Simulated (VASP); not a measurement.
**Mg3Sb2: single point with PBE**

Crystal: Mg3Sb2.

```
CELL_PARAMETERS angstrom
4.59387 0.00000 0.00000
-2.29693 3.97841 0.00000
0.00000 0.00000 7.41976
ATOMIC_POSITIONS crystal
Mg 0.33333 0.66667 0.63103
Mg 0.66667 0.33333 0.36897
Mg 0.00000 0.00000 0.00000
Sb 0.33333 0.66667 0.22735
Sb 0.66667 0.33333 0.77265
```

```json
{
 "Program": "VASP 6.6.1",
 "Task": "single point",
 "Functional": "PBE",
 "Potentials or basis": "VASP PAW PBE potentials, release 64 (Mg, Sb)",
 "Cutoff": "600 eV",
 "k mesh": "12 × 12 × 6",
 "Occupations": "gaussian, width 0.01 eV",
 "Spin": "no spin polarisation"
}
```

```
Pressure               : -0.7 GPa
Largest force          : 0.014 eV/Å
Band gap on the k mesh : 0.16 eV (least direct gap 1.02 eV)
```

Forces on the atoms (eV/Å):
```
Mg   0.000  0.000 -0.008
Mg   0.000  0.000  0.008
Mg   0.000  0.000  0.000
Sb   0.000  0.000 -0.014
Sb   0.000  0.000  0.014
```

Stress tensor (GPa, compression positive):
```
-0.31  0.00  0.00
 0.00 -0.31  0.00
 0.00  0.00 -1.43
```

Levels at points of the mesh, in eV from the valence-band top:
```tsv
k point	band 5	band 6	band 7	band 8	band 9	band 10	band 11	band 12
(0.00, 0.00, 0.00)	-0.87	-0.23	-0.23	0.00	1.02	1.39	3.22	3.22
(0.50, 0.00, 0.00)	-3.04	-2.06	-2.04	-0.75	0.56	2.01	2.19	2.91
(0.00, 0.00, 0.50)	-0.60	-0.60	-0.52	-0.52	1.92	1.93	2.90	2.90
(0.50, 0.00, 0.50)	-1.62	-1.58	-1.44	-1.42	0.47	1.35	1.79	2.30
```

Wall time 2.5 min on 1 thread of Intel(R) Xeon(R) 6975P-C (Granite Rapids) (shared host), peak memory 0.47 GiB.

Caveat: spin-orbit coupling is left out, which moves the levels of the heavy elements. A k mesh can miss the band edges.
